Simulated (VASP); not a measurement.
A run of VASP 6.6.1 is set up as follows.

INCAR

```
SYSTEM = ZrMoSe4
PREC     = Accurate       ! precision mode
ENCUT    = 520            ! plane-wave cutoff, eV
EDIFF    = 1E-7           ! SCF threshold, eV
ISMEAR   = 0              ! smearing method
SIGMA    = 0.1            ! smearing width, eV
LREAL    = .FALSE.        ! projectors in reciprocal space
LASPH    = .TRUE.         ! aspherical terms in the spheres
NELM     = 80             ! most SCF steps
ALGO     = Normal         ! electronic algorithm
ISIF     = 2              ! what is computed and relaxed
LWAVE    = .FALSE.        ! write WAVECAR
LCHARG   = .FALSE.        ! write CHGCAR
GGA      = PE             ! functional
NBANDS   = 34             ! bands
```

KPOINTS

```
regular mesh
0
G
  12 12 4
  0 0 0
```

The input POSCAR:

```
ZrMoSe4
1.0
    3.1840153569      0.0000000000      0.0000000000
    0.0000000000      3.1840153569      0.0000000000
    0.0000000000      0.0000000000     14.8317937290
Zr Mo Se
1 1 4
Direct
    0.0000000000      0.0000000000      0.5000000000
    0.0000000000      0.0000000000      0.0000000000
    0.5000000000      0.5000000000      0.3860894209
    0.5000000000      0.5000000000      0.8973550581
    0.5000000000      0.5000000000      0.1026449419
    0.5000000000      0.5000000000      0.6139105791
```

Potentials or basis: VASP PAW PBE potentials, release 64 (Zr_sv, Mo_sv, Se).

Launch:

```sh
$ cat potpaw_PBE.64/Zr_sv/POTCAR potpaw_PBE.64/Mo_sv/POTCAR potpaw_PBE.64/Se/POTCAR > POTCAR
$ mpirun -np 1 vasp_std > vasp.out
```

Question: Estimate the band gap on the k mesh.

Answer: Zero (bands 25 and 26 overlap by 0.58 eV).

Question: What does it give for the largest force?

Answer: 0.023 eV/Å.

Question: Estimate the pressure.

Answer: 0.1 GPa.

Forces in eV/Å, atoms in the order of the input:
```
Zr   0.000  0.000  0.000
Mo   0.000  0.000  0.000
Se   0.000  0.000 -0.015
Se   0.000  0.000 -0.023
Se   0.000  0.000  0.023
Se   0.000  0.000  0.015
```

Caveat: this functional lacks dispersion, which binds the layers, so the pressure and a relaxed spacing across them are unreliable.
